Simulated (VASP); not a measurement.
A run of VASP 6.6.1:

The input INCAR:

```
SYSTEM = W
PREC = Accurate
ENCUT = 520
EDIFF = 1E-6
ISMEAR = -1
SIGMA = 0.1
LREAL = .FALSE.
LASPH = .TRUE.
NELM = 100
ALGO = Normal
ISIF = 2
LWAVE = .FALSE.
LCHARG = .TRUE.
GGA = RE
LELF = .TRUE.
LVHAR = .TRUE.
NBANDS = 21
```

File KPOINTS:

```
regular mesh
0
G
  15 15 7
  0 0 0
```

File POSCAR:

```
W
1.0
    2.8574485102      0.0000000000      0.0000000000
   -1.4287242551      2.4746229999      0.0000000000
    0.0000000000      0.0000000000      5.0961192002
W
2
Direct
    0.3333333333      0.6666666667      0.2500000000
    0.6666666667      0.3333333333      0.7500000000
```

Potentials or basis: VASP PAW PBE potentials, release 64 (W_sv).

Run with:

```sh
$ cat potpaw_PBE.64/W_sv/POTCAR > POTCAR
$ mpirun -np 1 vasp_std > vasp.out
```

Hardware: 1 thread of Intel(R) Xeon(R) Platinum 8259CL CPU @ 2.50GHz (Skylake/Cascade Lake) (shared host).

How long does it take, and how much memory?

Wall time 60 s on 1 thread of Intel(R) Xeon(R) Platinum 8259CL CPU @ 2.50GHz (Skylake/Cascade Lake), on a shared host, peak memory 0.2 GiB. Counts: scf iterations 11, k points 108.
